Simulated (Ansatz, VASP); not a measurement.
**One calculation of C, two programs**

The input INCAR:

```
PREC     = Accurate       # precision mode
ENCUT    = 520            # plane-wave cutoff, eV
EDIFF    = 1E-6           # SCF threshold, eV
ISMEAR   = -1             # smearing method
SIGMA    = 0.02           # smearing width, eV
LREAL    = False          # projectors in reciprocal space
LASPH    = True           # aspherical terms in the spheres
NELM     = 60             # most SCF steps
ALGO     = Normal         # electronic algorithm
ISIF     = 2              # what is computed and relaxed
LWAVE    = False          # write WAVECAR
LCHARG   = True           # write CHGCAR
GGA      = PE             # functional
LELF     = True           # ELF
LVHAR    = True         
NBANDS   = 11             # bands
```

KPOINTS

```
regular mesh
0
Gamma
  9 9 9
```

The input POSCAR:

```
C
1.0
    0.0000000000      1.7833700000      1.7833700000
    1.7833700000      0.0000000000      1.7833700000
    1.7833700000      1.7833700000      0.0000000000
C
2
Direct
    0.7500000000      0.7500000000      0.7500000000
    0.5000000000      0.5000000000      0.5000000000
```

Contents of input.yaml:

```yaml
crystal:
  lattice:
    - [0.0, 1.78337, 1.78337]
    - [1.78337, 0.0, 1.78337]
    - [1.78337, 1.78337, 0.0]
  atoms:
    - { symbol: C, position: [0.75, 0.75, 0.75] }
    - { symbol: C, position: [0.5, 0.5, 0.5] }
kpoints:
  mp_grid: { grid: [9, 9, 9] }
scf:
  occupations: { method: fermi_dirac, width: 0.02 }
hamiltonian:
  xc: pbe
  pseudopotentials: { kind: all_electron, lapw: { basis_error: 0.002 } }
output:
  forces: true
  stress: true
  eigenvalues: true
```

Alike in both runs: task single point; functional PBE; k mesh 9 × 9 × 9; occupations fermi-dirac, width 0.02 eV; no spin polarisation.

```csv
,VASP,Ansatz
version,VASP 6.6.1,Ansatz 0.2.0
potentials or method,"VASP PAW PBE potentials, release 64 (C), cutoff 520 eV","all-electron LAPW, scalar-relativistic"
```

|  | VASP | Ansatz | Ansatz less VASP |
| --- | --- | --- | --- |
| gap on the k mesh at the Fermi level (eV) | 4.15 | 4.16 | +0.008 |
| least direct gap on the mesh (eV) | 5.59 | 5.60 | +0.010 |
| pressure (GPa) | 2.5 | 1.8 | -0.70 |

Ansatz ran all-electron here, and VASP with PAW potentials.
